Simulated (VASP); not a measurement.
Set up this calculation in VASP 6.6.1, as the native input.

| Item | Value |
| --- | --- |
| Task | single point |
| Functional | LDA |
| Potentials or basis | VASP PAW LDA potentials, release 64 (Pd) |
| Cutoff | 520 eV |
| k mesh | 13 × 9 × 1 |
| Occupations | gaussian, width 0.1 eV |
| Spin | no spin polarisation |
| Dipole correction | yes |
| Further INCAR settings | ALGO = Normal; EDIFF = 1e-06; NBANDS = 61 |

The structure of Pd lies in POSCAR:

```
Pd
1.0
    2.7145474440      0.0000000000      0.0000000000
    0.0000000000      3.8389498110      0.0000000000
    0.0000000000      0.0000000000     27.2154634978
Pd
10
Direct
    0.5000000000      0.5000000000      0.2755786247
    0.0000000000      0.0000000000      0.3254500414
    0.5000000000      0.5000000000      0.3753214581
    0.0000000000      0.0000000000      0.4251928749
    0.5000000000      0.5000000000      0.4750642916
    0.0000000000      0.0000000000      0.5249357084
    0.5000000000      0.5000000000      0.5748071251
    0.0000000000      0.0000000000      0.6246785419
    0.5000000000      0.5000000000      0.6745499586
    0.0000000000      0.0000000000      0.7244213753
```

One way to write it, as run:

INCAR

```
  PREC = Accurate
  ENCUT = 520
  EDIFF = 1E-6
  ISMEAR = 0
  SIGMA = 0.1
  LREAL = False
  LASPH = True
  NELM = 100
  ALGO = Normal
  ISIF = 2
  LWAVE = False
  LCHARG = False
  LDIPOL = True
  IDIPOL = 3
  DIPOL = 0.5 0.5 0.500
  NBANDS = 61
```

KPOINTS

```
Automatic mesh
0
Gamma
  13 9 1
```

Potentials or basis: VASP PAW LDA potentials, release 64 (Pd).

Launch:

```console
$ cat potpaw_LDA.64/Pd/POTCAR > POTCAR
$ mpirun -np 1 vasp_std > vasp.out
```

Results of the run:

- Largest force: 0.583 eV/Å
- Band gap on the k mesh: zero (band 50 reaches 2.79 eV, above the bottom of band 51 at 2.33 eV)

It took 13 min on 1 thread of Intel(R) Xeon(R) Platinum 8488C (Sapphire Rapids), on a shared host, peak memory 0.53 GiB.
